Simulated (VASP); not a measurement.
# BaS (rocksalt type) (Fm-3m) in VASP: further runs

BaS (rocksalt type) is run at these levels: LDA; tasks: single point, relaxation of cell and atoms.

All numbers are computed with VASP 6.6.1; they aren't measurements. Logs are shortened: lines on timing, memory, paths and dates and some standing lists are left out, and cuts for length are marked.

### Step 1. The cell of the first run

Symmetry: Fm-3m, No. 225, cubic system. The conventional cell has a = 5.229 Å, b = 5.229 Å, c = 5.229 Å, α = 90.00°, β = 90.00°, γ = 90.00°. Within 3.4 Å of Ba (site symmetry m-3m) lie 6 S at 2.61 Å. S (site symmetry m-3m) has 6 Ba at 2.61 Å within 3.4 Å.

### Step 2. Single point, LDA (17.87 Å³/atom)

INCAR reads:

```
PREC     = Accurate       # precision mode
ENCUT    = 520            # plane-wave cutoff, eV
EDIFF    = 1E-6           # SCF threshold, eV
ISMEAR   = -1             # smearing method
SIGMA    = 0.1            # smearing width, eV
LREAL    = F              # projectors in reciprocal space
LASPH    = T              # aspherical terms in the spheres
NELM     = 60             # most SCF steps
ALGO     = Normal         # electronic algorithm
ISIF     = 2              # what is computed and relaxed
LWAVE    = F              # write WAVECAR
LCHARG   = F              # write CHGCAR
NBANDS   = 15             # bands
```

KPOINTS reads:

```
Automatic mesh
0
Gamma
  11 11 11
```

POSCAR reads:

```
BaS
1.0
    0.0000000000      2.6143733444      2.6143733444
    2.6143733444      0.0000000000      2.6143733444
    2.6143733444      2.6143733444      0.0000000000
Ba S
1 1
Direct
    0.0000000000      0.0000000000      0.0000000000
    0.5000000000      0.5000000000      0.5000000000
```

Potentials or basis: VASP PAW LDA potentials, release 64 (Ba_sv, S).

Launch:

```console
> cat potpaw_LDA.64/Ba_sv/POTCAR potpaw_LDA.64/S/POTCAR > POTCAR
> mpirun -np 1 vasp_std > vasp.out
```

OUTCAR:

```text
PREC = Accurate
   ENCUT = 520
   EDIFF = 1E-6
   ISMEAR = -1
   LREAL = F
   LASPH = T
   NELM = 60
   ISIF = 2

 ion  position               nearest neighbor table
   1  0.000  0.000  0.000-   2 2.61   2 2.61   2 2.61   2 2.61   2 2.61   2 2.61
   2  0.500  0.500  0.500-   1 2.61   1 2.61   1 2.61   1 2.61   1 2.61   1 2.61

  LATTYP: Found a face centered cubic cell.
 ALAT       =     5.2287466888

  Lattice vectors:

 A1 = (   0.0000000000,   2.6143733444,   2.6143733444)
 A2 = (   2.6143733444,   0.0000000000,   2.6143733444)
 A3 = (   2.6143733444,   2.6143733444,   0.0000000000)

Analysis of symmetry for initial positions (statically):
=====================================================================
 Subroutine PRICEL returns:
 Original cell was already a primitive cell.

 Routine SETGRP: Setting up the symmetry group for a
 face centered cubic supercell.

 Subroutine GETGRP returns: Found 48 space group operations
 (whereof 48 operations were pure point group operations)
 out of a pool of 48 trial point group operations.

The static configuration has the point symmetry O_h .

Analysis of symmetry for dynamics (positions and initial velocities):
=====================================================================
 Subroutine PRICEL returns:
 Original cell was already a primitive cell.

 Routine SETGRP: Setting up the symmetry group for a
 face centered cubic supercell.

 Subroutine GETGRP returns: Found 48 space group operations
 (whereof 48 operations were pure point group operations)
 out of a pool of 48 trial point group operations.

The dynamic configuration has the point symmetry O_h .

 Subroutine INISYM returns: Found 48 space group operations
 (whereof 48 operations are pure point group operations),
 and found     1 'primitive' translations

----------------------------------------------------------------------------------------

                                     Primitive cell

  volume of cell :      35.7382

  direct lattice vectors                    reciprocal lattice vectors
     0.000000000  2.614373344  2.614373344    -0.191250420  0.191250420  0.191250420
     2.614373344  0.000000000  2.614373344     0.191250420 -0.191250420  0.191250420
     2.614373344  2.614373344  0.000000000     0.191250420  0.191250420 -0.191250420

  length of vectors
     3.697282241  3.697282241  3.697282241     0.331255444  0.331255444  0.331255444

  position of ions in fractional coordinates (direct lattice)
     0.000000000  0.000000000  0.000000000
     0.500000000  0.500000000  0.500000000

  ion indices of the primitive-cell ions
   primitive index   ion index
                 1           1
                 2           2

----------------------------------------------------------------------------------------

 KPOINTS: Automatic mesh

Automatic generation of k-mesh.
 Grid dimensions read from file:
 generate k-points for:   11   11   11

 Generating k-lattice:

  Cartesian coordinates                     Fractional coordinates (reciprocal lattice)
    -0.017386402  0.017386402  0.017386402     0.090909091  0.000000000  0.000000000
     0.017386402 -0.017386402  0.017386402     0.000000000  0.090909091  0.000000000
     0.017386402  0.017386402 -0.017386402     0.000000000  0.000000000  0.090909091

  Length of vectors
     0.030114131  0.030114131  0.030114131

  Shift w.r.t. Gamma in fractional coordinates (k-lattice)
     0.000000000  0.000000000  0.000000000

 Subroutine IBZKPT returns following result:
 ===========================================

 Found     56 irreducible k-points:

 Following reciprocal coordinates:
            Coordinates               Weight
  0.000000  0.000000  0.000000      1.000000
  0.090909  0.000000  0.000000      8.000000
  0.181818  0.000000  0.000000      8.000000
  0.272727  0.000000  0.000000      8.000000
  0.363636  0.000000  0.000000      8.000000
  0.454545  0.000000  0.000000      8.000000
[... 16 lines left out ...]
 -0.272727  0.181818  0.000000     24.000000
 -0.181818  0.181818  0.000000     12.000000
 [... further k-points ...]
   k-points           NKPTS =     56   k-points in BZ     NKDIM =     56   number of bands    NBANDS=     15
   number of dos      NEDOS =    301   number of ions     NIONS =      2
   total plane-waves  NPLWV =  21952
   dimension x,y,z NGX =    28 NGY =   28 NGZ =   28
   dimension x,y,z NGXF=    56 NGYF=   56 NGZF=   56
   ions per type =               1   1
   NGX,Y,Z   is equivalent  to a cutoff of  12.59, 12.59, 12.59 a.u.
   NGXF,Y,Z  is equivalent  to a cutoff of  25.18, 25.18, 25.18 a.u.
 SYSTEM =  unknown system
   PREC   = accura    normal or accurate (medium, high low for compatibility)
   ISTART =      0    job   : 0-new  1-cont  2-samecut
   ICHARG =      2    charge: 1-file 2-atom 10-const
   ISPIN  =      1    spin polarized calculation?
   LNONCOLLINEAR =      F non collinear calculations
   LSORBIT =      F    spin-orbit coupling
   LASPH  =      T    aspherical Exc in radial PAW
   ENCUT  =  520.0 eV  38.22 Ry    6.18 a.u.   6.87  6.87  6.87*2*pi/ulx,y,z
   NELM   =     60;   NELMIN=  2; NELMDL= -5     # of ELM steps
   EDIFF  = 0.1E-05   stopping-criterion for ELM
   LREAL  =      F    real-space projection
   EDIFFG = 0.1E-04   stopping-criterion for IOM
   NSW    =      0    number of steps for IOM
   IBRION =     -1    ionic relax: 0-MD 1-quasi-New 2-CG
   NFREE  =      0    steps in history (QN), initial steepest desc. (CG)
   ISIF   =      2    stress and relaxation
   ISYM   =      2    0-nonsym 1-usesym 2-fastsym
   POTIM  = 0.5000    time-step for ionic-motion
   TEBEG  =    0.0;   TEEND  =   0.0 temperature during run
   PSTRESS=    0.0 pullay stress
   NELECT =      16.0000    total number of electrons
   NUPDOWN=      -1.0000    fix difference up-down
   EMIN   =  10.00;   EMAX   =-10.00  energy-range for DOS
   EFERMI =   0.00;   METHOD = LEGACY
   ISMEAR =    -1;   SIGMA  =   0.10  broadening in eV -4-tet -1-fermi 0-gaus
   EFERMI_NEDOS =   21; number of points for ismear=-14 and -15
   IALGO  =     38    algorithm
   IMIX   =      4    mixing-type and parameters
     AMIX     =   0.40;   BMIX     =  1.00
     AMIX_MAG =   1.60;   BMIX_MAG =  1.00
  volume/ion in A,a.u.               =      17.87       120.59
  Fermi-wavevector in a.u.,A,eV,Ry     =   1.252383  2.366661 21.340243  1.568464
  Thomas-Fermi vector in A             =   2.386286
   LORBIT       =      0    0 simple, 1 ext, 2 COOP (PROOUT), +10 PAW based schemes
   GGA     = CA    functional components
   LHFCALC =     F    Hartree Fock is set to
   AEXX    =    0.0000 exact exchange contribution
   IVDW    =     0    specifies the selected vdW correction
   LEPSILON=     F    determine dielectric tensor
   LRPA    =     F    only Hartree local field effects (RPA)
 non-spin polarized calculation
  energy-cutoff  :      520.00
  volume of cell :       35.74
 maximum number of plane-waves:       974
   NGX = 13   NGY = 13   NGZ = 13

 number of electron      16.0000001 magnetization

 Free energy of the ion-electron system (eV)
  ---------------------------------------------------
  ext. energy  EPLUGINS =         0.00000000
  ---------------------------------------------------
  free energy    TOTEN  =        -6.42952714 eV

  energy without entropy =       -6.40820397  energy(sigma->0) =       -6.41886556

 E-fermi :   7.0046     XC(G=0): -11.6799

 val. band max:        6.8529677881   @ k =  -0.3636   0.4545   0.1818
 cond. band min:       7.0118868652   @ k =  -0.3636   0.3636   0.0000
 fundamental gap:      0.1589190771
 Fermi energy:         7.0046336362

 k-point     1 :       0.0000    0.0000    0.0000
  band No.  band energies     occupation
      1     -19.7936      2.00000
      2      -5.2641      2.00000
      3      -4.0931      2.00000
      4      -4.0931      2.00000
      5      -4.0931      2.00000
      6       5.8426      1.99998
      7       5.8426      1.99998
      8       5.8426      1.99998
      9       8.6522      0.00000
     10       8.6522      0.00000
     11       8.6522      0.00000
     12      10.4524      0.00000
     13      10.4524      0.00000
     14      13.0759      0.00000
     15      14.6249      0.00000

 k-point     2 :       0.0909    0.0000    0.0000
  band No.  band energies     occupation
      1     -19.7442      2.00000
      2      -6.0295      2.00000
      3      -4.1048      2.00000
      4      -4.1048      2.00000
      5      -3.3864      2.00000
      6       5.3910      2.00000
      7       5.3910      2.00000
      8       5.4362      2.00000
      9       8.7521      0.00000
     10       8.8947      0.00000
     11       8.8947      0.00000
     12      11.1420      0.00000
     13      11.1420      0.00000
     14      13.5332      0.00000
     15      15.2537      0.00000

 k-point     3 :       0.1818    0.0000    0.0000
  band No.  band energies     occupation
      1     -19.6072      2.00000
      2      -7.1428      2.00000
      3      -4.1340      2.00000
      4      -4.1340      2.00000
      5      -2.4318      2.00000
      6       4.5147      2.00000
      7       4.5147      2.00000
      8       4.5437      2.00000
      9       9.0787      0.00000
     10       9.5795      0.00000
     11       9.5795      0.00000
     12      12.7610      0.00000
     13      12.7610      0.00000
     14      14.6398      0.00000
     15      16.9530      0.00000
[... 343 lines left out ...]
 k-point    23 :      -0.2727    0.1818    0.0000
  band No.  band energies     occupation
      1     -19.1857      2.00000
      2      -8.5932      2.00000
      3      -5.3281      2.00000
      4      -4.1495      2.00000
      5      -1.3971      2.00000
      6       2.7435      2.00000
      7       3.0043      2.00000
      8       5.6146      2.00000
      9      10.0370      0.00000
     10      10.9491      0.00000
     11      13.3012      0.00000
     12      14.3659      0.00000
     13      15.1216      0.00000
     14      19.0255      0.00000
     15      20.0207      0.00000

 k-point    24 :      -0.1818    0.1818    0.0000
  band No.  band energies     occupation
      1     -19.3558      2.00000
      2      -8.0987      2.00000
      3      -5.0247      2.00000
      4      -4.0212      2.00000
      5      -1.4995      2.00000
      6       2.9678      2.00000
      7       3.1999      2.00000
      8       5.7139      2.00000
      9       9.3669      0.00000
     10      10.0384      0.00000
     11      12.3490      0.00000
     12      12.8343      0.00000
     13      15.9849      0.00000
     14      16.7258      0.00000
     15      19.8334      0.00000

 [... further k-points ...]

------------------------ aborting loop because EDIFF is reached ----------------------------------------

  FORCE on cell =-STRESS in cart. coord.  units (eV):
  Direction    XX          YY          ZZ          XY          YZ          ZX
  --------------------------------------------------------------------------------------
  -------------------------------------------------------------------------------------
  Total       19.4281421     19.4281421     19.4281421      0.0000000      0.0000000     -0.0000000
  in kB      870.9817160    870.9817160    870.9817160      0.0000000      0.0000000     -0.0000000
  external PRESSURE =     870.9817160 kB  Pullay stress =       0.0000000 kB

 VOLUME and BASIS-vectors are now :
 -----------------------------------------------------------------------------
  energy-cutoff  :      520.00
  volume of cell :       35.74
      direct lattice vectors                 reciprocal lattice vectors
     0.000000000  2.614373344  2.614373344    -0.191250420  0.191250420  0.191250420
     2.614373344  0.000000000  2.614373344     0.191250420 -0.191250420  0.191250420
     2.614373344  2.614373344  0.000000000     0.191250420  0.191250420 -0.191250420

 POSITION                                       TOTAL-FORCE (eV/Angst)
 -----------------------------------------------------------------------------------
      0.00000      0.00000      0.00000        -0.000000      0.000000      0.000000
      2.61437      2.61437      2.61437         0.000000     -0.000000     -0.000000
 -----------------------------------------------------------------------------------
    total drift:                                0.000000      0.000000      0.000000

  FREE ENERGIE OF THE ION-ELECTRON SYSTEM (eV)
  ---------------------------------------------------
  free  energy   TOTEN  =        -6.4295271428 eV

  energy  without entropy=       -6.4082039715  energy(sigma->0) =       -6.41886556
```

It took 20 s on 1 thread of Intel Xeon Platinum 8259CL at 2.50GHz (Skylake/Cascade Lake), shared host; peak memory 0.16 GiB.

What came out:

```
Free energy            : -6.4295 eV
Pressure               : 87.1 GPa
Band gap on the k mesh : zero (bands 8 and 9 overlap by 0.83 eV)
```

Caveat: the cell stands under pressure; spin-orbit coupling is left out, which moves the levels of the heavy elements.

### Step 3. Single point, LDA

INCAR reads:

```
SYSTEM = BaS
ALGO     = Normal         ! electronic algorithm
EDIFF    = 1E-7           ! SCF threshold, eV
ENCUT    = 520            ! plane-wave cutoff, eV
GGA      = CA             ! functional
ISIF     = 2              ! what is computed and relaxed
ISMEAR   = -1             ! smearing method
LASPH    = .True.         ! aspherical terms in the spheres
LCHARG   = .True.         ! write CHGCAR
LELF     = .True.         ! ELF
LREAL    = .False.        ! projectors in reciprocal space
LVHAR    = .True.       
LWAVE    = .False.        ! write WAVECAR
NBANDS   = 15             ! bands
NELM     = 80             ! most SCF steps
PREC     = Accurate       ! precision mode
SIGMA    = 0.1            ! smearing width, eV
```

KPOINTS reads:

```
k-points
0
Gamma
  11 11 11
  0 0 0
```

POSCAR is that of step 2.

Potentials or basis: VASP PAW LDA potentials, release 64 (Ba_sv, S).

Launch:

```console
> cat potpaw_LDA.64/Ba_sv/POTCAR potpaw_LDA.64/S/POTCAR > POTCAR
> mpirun -np 1 vasp_std > vasp.out
```

Run time: 22 s. Hardware: 1 thread of Intel Xeon Platinum 8259CL at 2.50GHz (Skylake/Cascade Lake), shared host; peak memory 0.16 GiB.

Results (log left out):

* Free energy: -6.4295 eV
* Pressure: 87.1 GPa
* Band gap on the k mesh: zero (bands 8 and 9 overlap by 0.83 eV)

Levels at points of the mesh, in eV from the Fermi level:
```csv
k point,band 4,band 5,band 6,band 7,band 8,band 9,band 10,band 11,band 12,band 13
"(0.00, 0.00, 0.00)",-11.10,-11.10,-1.16,-1.16,-1.16,1.65,1.65,1.65,3.45,3.45
```

Caveat: the cell stands under pressure; spin-orbit coupling is left out, which moves the levels of the heavy elements.

(Part 1 of 2 ends here.)

The gap in the log of VASP goes by the Fermi energy; the results here count the filled bands.